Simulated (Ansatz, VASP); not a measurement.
## Two plane-wave programs on Co

INCAR

```
PREC     = Accurate       # precision mode
ENCUT    = 520            # plane-wave cutoff, eV
EDIFF    = 1E-6           # SCF threshold, eV
ISMEAR   = -1             # smearing method
SIGMA    = 0.05           # smearing width, eV
LREAL    = False          # projectors in reciprocal space
LASPH    = True           # aspherical terms in the spheres
NELM     = 150            # most SCF steps
ALGO     = Normal         # electronic algorithm
ISIF     = 2              # what is computed and relaxed
LWAVE    = False          # write WAVECAR
LCHARG   = False          # write CHGCAR
ISPIN    = 2              # spin polarisation
MAGMOM   = 1.748 1.748 1.764 1.764 # initial moments
LORBIT   = 11             # projections on sites
LMAXMIX  = 4              # l up to which the mixer works
GGA      = RP             # functional
NBANDS   = 30             # bands
```

The input KPOINTS:

```
Automatic mesh
0
Gamma
  16 16 5
```

The input POSCAR:

```
Co
1.0
    2.4844912530      0.0000000000      0.0000000000
   -1.2422456265      2.1516325406      0.0000000000
    0.0000000000      0.0000000000      8.0612358758
Co
4
Direct
    0.0000000000      0.0000000000      0.0000000000
    0.0000000000      0.0000000000      0.5000000000
    0.3333333333      0.6666666667      0.2500000000
    0.6666666667      0.3333333333      0.7500000000
```

Input for Ansatz:

```yaml
crystal:
  lattice:
    - [2.484491253, 0.0, 0.0]
    - [-1.2422456265, 2.1516325406, 0.0]
    - [0.0, 0.0, 8.0612358758]
  atoms:
    - { symbol: Co, position: [0.0, 0.0, 0.0], spin: 1.748 }
    - { symbol: Co, position: [0.0, 0.0, 0.5], spin: 1.748 }
    - { symbol: Co, position: [0.3333333333, 0.6666666667, 0.25], spin: 1.764 }
    - { symbol: Co, position: [0.6666666667, 0.3333333333, 0.75], spin: 1.764 }
hamiltonian:
  xc: rpbe
  pseudopotentials:
    kind: paw
    azcp:
      Co: "pseudopotentials/Co.paw.azcp"
basis:
  ecutwfc: 420
  fft_grid_basis: typed
kpoints:
  mp_grid: { grid: [16, 16, 5], shift: [0, 0, 0] }
magnetization:
  spin_polarized: true
scf:
  occupations: { method: fermi_dirac, width: 0.05 }
  lower_state_search: "off"
output:
  stress: true
  write_density: true
  write_potential: true
  elf: true
  volumetric_format: npy
```

Alike in both runs: task single point; functional RPBE; k mesh 16 × 16 × 5; occupations fermi-dirac, width 0.05 eV; collinear spin.

|  | VASP | Ansatz |
| --- | --- | --- |
| version | VASP 6.6.1 | Ansatz 0.2.0 |
| potentials or method | VASP PAW PBE potentials, release 64 (Co), cutoff 520 eV | plane waves (420 eV) with PAW, scalar-relativistic |
| valence electrons in the cell | 36 | 68 |

Ansatz gave:

| Property | Result |
| --- | --- |
| pressure (GPa) | 8.0 |
| net moment per atom (μB) | 1.63 |
| size of the moment on the site where the two differ most (μB) | 1.72 |

Question: Which values does VASP return?

Answer: Pressure (GPa): 7.4; net moment per atom (μB): 1.62; size of the moment on the site where the two differ most (μB): 1.65.

VASP's potentials were made for PBE, not for RPBE. Site moments also hang on the region over which each program counts them. The functional is the same, so the differences come from potentials, cutoffs and numerics. VASP's potentials hold 36 valence electrons a cell and Ansatz's 68, so a difference there can come from the potentials and not from the codes.
